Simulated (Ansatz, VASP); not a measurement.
## Al2BN3: VASP beside Ansatz

```
CELL_PARAMETERS angstrom
2.63096 0.00000 0.00000
0.00000 2.63096 0.00000
0.00000 0.00000 10.17285
ATOMIC_POSITIONS crystal
Al 0.50000 0.00000 0.39470
Al 0.00000 0.50000 0.60530
B 0.50000 0.50000 0.00000
N 0.00000 0.00000 0.00000
N 0.50000 0.00000 0.61173
N 0.00000 0.50000 0.38827
```

Change from the starting cell: species swapped into the Mn3CoAs2 type (P-4m2, No. 115).

Alike in both runs: functional PBE; k mesh 14 × 14 × 4; occupations gaussian, width 0.1 eV; no spin polarisation.

Ansatz relaxed the structure, and its values are those at the end. VASP's run is a single point on that final structure, the one shown.

|  | VASP | Ansatz |
| --- | --- | --- |
| version | VASP 6.6.1 | Ansatz 0.2.0 |
| potentials or method | VASP PAW PBE potentials, release 64 (Al, B, N), cutoff 520 eV | scalar-relativistic, plane waves, PAW |
| valence electrons in the cell | 24 | 24 |

```tsv
	VASP	Ansatz	Ansatz less VASP
gap on the k mesh at the Fermi level (eV)	none	none	-
pressure (GPa)	-0.1	0.0	+0.08
```

A gap of «none» marks a metal or a gap that the smearing closes. With one functional, cell and mesh, what is left measures potentials, basis and numerics.
